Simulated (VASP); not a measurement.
A run of VASP 6.6.1 is set up as follows.

INCAR

```
SYSTEM = CuI
  ALGO = Normal
  EDIFF = 1E-6
  ENCUT = 520
  GGA = CA
  ISIF = 2
  ISMEAR = -1
  LASPH = .TRUE.
  LCHARG = .TRUE.
  LELF = .TRUE.
  LREAL = .FALSE.
  LVHAR = .TRUE.
  LWAVE = .FALSE.
  NBANDS = 16
  NELM = 100
  PREC = Accurate
  SIGMA = 0.08
```

Contents of KPOINTS:

```
k-points
0
G
  13 13 13
  0 0 0
```

File POSCAR:

```
CuI
1.0
    3.5026350166      0.0000000000      0.0000000000
    0.0000000000      3.5026350166      0.0000000000
    0.0000000000      0.0000000000      3.5026350166
Cu I
1 1
Direct
    0.0000000000      0.0000000000      0.0000000000
    0.5000000000      0.5000000000      0.5000000000
```

Potentials or basis: VASP PAW LDA potentials, release 64 (Cu, I).

The run is started by

```sh
$ cat potpaw_LDA.64/Cu/POTCAR potpaw_LDA.64/I/POTCAR > POTCAR
$ mpirun -np 1 vasp_std > vasp.out
```

Q: What does it give for the band gap on the k mesh?

A: Zero (bands 9 and 10 overlap by 0.59 eV).

Q: What does it give for the pressure?

A: -0.8 GPa.

Caveat: spin-orbit coupling is left out, which moves the levels of the heavy elements.
